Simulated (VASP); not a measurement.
Input of a VASP 6.6.1 run:

INCAR

```
PREC = Accurate ; ENCUT = 600
EDIFF = 1E-7 ; ISMEAR = 0
SIGMA = 0.1 ; LREAL = False
LASPH = True ; NELM = 60
ALGO = Normal ; ISIF = 3
LWAVE = False ; LCHARG = False
GGA = PE ; IBRION = 2
NSW = 90 ; EDIFFG = -0.04
```

KPOINTS

```
Automatic mesh
0
Gamma
  4 4 6
```

Contents of POSCAR:

```
Al
1.0
    4.4756879100      0.0000000000      0.0000000000
    0.0000000000      4.3574779900      0.0000000000
   -1.1460500900      0.0000000000      3.3961169600
Al
4
Direct
    0.8329660100      0.6941230300      0.6812949800
    0.1670339900      0.6941230300      0.8187050200
    0.1670339900      0.3058769700      0.3187050200
    0.8329660100      0.3058769700      0.1812949800
```

Potentials or basis: VASP PAW PBE potentials, release 64 (Al).

Run with:

```sh
$ cat potpaw_PBE.64/Al/POTCAR > POTCAR
$ mpirun -np 1 vasp_std > vasp.out
```

Predict the band gap on the k mesh.

zero (band 6 reaches 3.44 eV, above the bottom of band 7 at 0.82 eV).

What does it give for the relaxed cell?

a = 9.528 Å, b = 4.474 Å, c = 2.982 Å, α = 90.00°, β = 91.88°, γ = 90.00°.

Estimate the space group after relaxing (to 0.05 Å).

C2/m (No. 12).

Step by step:
| step | energy change (eV) | largest force (eV/Å) | pressure (GPa) | volume (Å³) |
| --- | --- | --- | --- | --- |
| 1 | 0.0000 | 41.1558 | 93.84 | 66.23 |
| 3 | -27.5841 | 0.9407 | -2.91 | 162.58 |
| 5 | -27.6786 | 1.1633 | -1.76 | 156.72 |
| 7 | -28.1123 | 1.0767 | -1.36 | 146.54 |
| 9 | -27.5670 | 0.6273 | 11.74 | 111.58 |
| 11 | -28.3700 | 1.0240 | 3.01 | 126.90 |
| 13 | -28.4946 | 0.3462 | 3.05 | 124.33 |
| 15 | -28.5940 | 0.1154 | 0.91 | 129.14 |
| 17 | -28.6051 | 0.1291 | 0.02 | 131.39 |
| 19 | -28.6178 | 0.0901 | -0.16 | 131.83 |
| 21 | -28.7055 | 0.3508 | -0.69 | 133.59 |
| 23 | -28.7079 | 0.3646 | -0.68 | 133.64 |
| 25 | -28.7189 | 0.3954 | -0.57 | 133.85 |
| 27 | -28.7214 | 0.5903 | -0.79 | 134.53 |
| 29 | -28.7481 | 0.4831 | -0.63 | 134.16 |
| 31 | -28.8043 | 0.4560 | -0.59 | 133.33 |
| 33 | -28.8275 | 0.3052 | -0.63 | 131.42 |
| 35 | -28.8464 | 0.3032 | 0.22 | 125.13 |
| 37 | -28.8737 | 0.0912 | 0.05 | 127.38 |
| 39 | -28.8704 | 0.0997 | 0.87 | 125.43 |
| 41 | -28.8901 | 0.0648 | 0.11 | 127.34 |
| 43 | -28.8934 | 0.0303 | -0.20 | 127.93 |
| 45 | -28.8953 | 0.0160 | -0.03 | 127.04 |

Caveat: the k points lie up to 0.35 Å⁻¹ apart in the final cell; the volume moved by over 15 % at a fixed basis, so the end points are rough.
